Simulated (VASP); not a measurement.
Input of a VASP 6.6.1 run:

INCAR

```
PREC = Accurate
ENCUT = 520
EDIFF = 1E-6
ISMEAR = 0
SIGMA = 0.15
LREAL = F
LASPH = T
NELM = 100
ALGO = Normal
ISIF = 2
LWAVE = F
LCHARG = F
NBANDS = 12
```

Contents of KPOINTS:

```
regular mesh
0
Gamma
  16 16 16
```

Contents of POSCAR:

```
Y
1.0
    0.0000000000      2.4850000000      2.2986250000
    2.4850000000      0.0000000000      2.2986250000
    2.4850000000      2.4850000000      0.0000000000
Y
1
Direct
    0.0000000000      0.0000000000      0.0000000000
```

Potentials or basis: VASP PAW LDA potentials, release 64 (Y_sv).

Launch:

```sh
$ cat potpaw_LDA.64/Y_sv/POTCAR > POTCAR
$ mpirun -np 1 vasp_std > vasp.out
```

(1) What does it give for the pressure?

Results:

(1) 1.6 GPa.

Caveat: the cell differs from its parent crystal (strain -0.0750 x Voigt [0, 0, 1, 0, 0, 0]).
